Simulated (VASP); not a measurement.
CuO:

```
Cu O
1.0
     3.30980    0.00000    0.00000
    -1.65490    2.86637    0.00000
     0.00000    0.00000    5.42069
Cu O
2 2
Direct
  0.66667 0.33333 0.00000
  0.33333 0.66667 0.50000
  0.66667 0.33333 0.62520
  0.33333 0.66667 0.12520
```

Base run:

- Program: VASP 6.6.1
- Functional: PBEsol
- Potentials or basis: VASP PAW PBE potentials, release 64 (Cu, O)
- Cutoff: 520 eV
- k mesh: 9 × 9 × 5
- Occupations: fermi-dirac, width 0.05 eV
- Spin: no spin polarisation

Its results: band gap on the k mesh zero (band 17 reaches 3.43 eV, above the bottom of band 18 at 2.13 eV); pressure -16.2 GPa; largest force 0.062 eV/Å.

**Question.** The run is repeated on the same cell with these changes: functional from PBEsol to PBE. What comes out?

**Answer.** Band gap on the k mesh zero (band 17 reaches 3.59 eV, above the bottom of band 18 at 2.29 eV); pressure -10.5 GPa; largest force 0.065 eV/Å.

PBE binds less tightly than PBEsol, so the same cell stands under more pressure.

Caveats: semilocal functionals often make such compounds metallic where correlation or magnetic order opens a gap, which also shifts bond lengths; the PAW data sets were made with another functional, which shifts forces and pressure a little (some runs).
